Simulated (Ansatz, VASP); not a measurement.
One calculation of Fe, two programs

```xyz
1
Lattice="-1.4303 1.4303 1.4303 1.4303 -1.4303 1.4303 1.4303 1.4303 -1.4303" Properties=species:S:1:pos:R:3 pbc="T T T"
Fe    0.0000    0.0000    0.0000
```

Alike in both runs: functional RPBE; k mesh 15 × 15 × 15; occupations fermi-dirac, width 0.05 eV; collinear spin.

Ansatz relaxed the structure, and its values are those at the end. VASP's run is a single point on that final structure, the one shown.

|  | VASP | Ansatz |
| --- | --- | --- |
| version | VASP 6.6.1 | Ansatz 0.2.0 |
| potentials or method | VASP PAW PBE potentials, release 64 (Fe), cutoff 520 eV | plane waves (420 eV) with PAW, scalar-relativistic |
| valence electrons in the cell | 8 | 16 |

VASP gave:

* pressure (GPa): 0.1
* net moment per atom (μB): 2.24
* size of the moment on the site where the two differ most (μB): 2.25

Which values does Ansatz return?

Pressure (GPa): 0.0; net moment per atom (μB): 2.22; size of the moment on the site where the two differ most (μB): 2.29.

VASP's potentials were made for PBE, not for RPBE. Site moments also hang on the region over which each program counts them. VASP's potentials hold 8 valence electrons a cell and Ansatz's 16, so a difference there can come from the potentials and not from the codes.
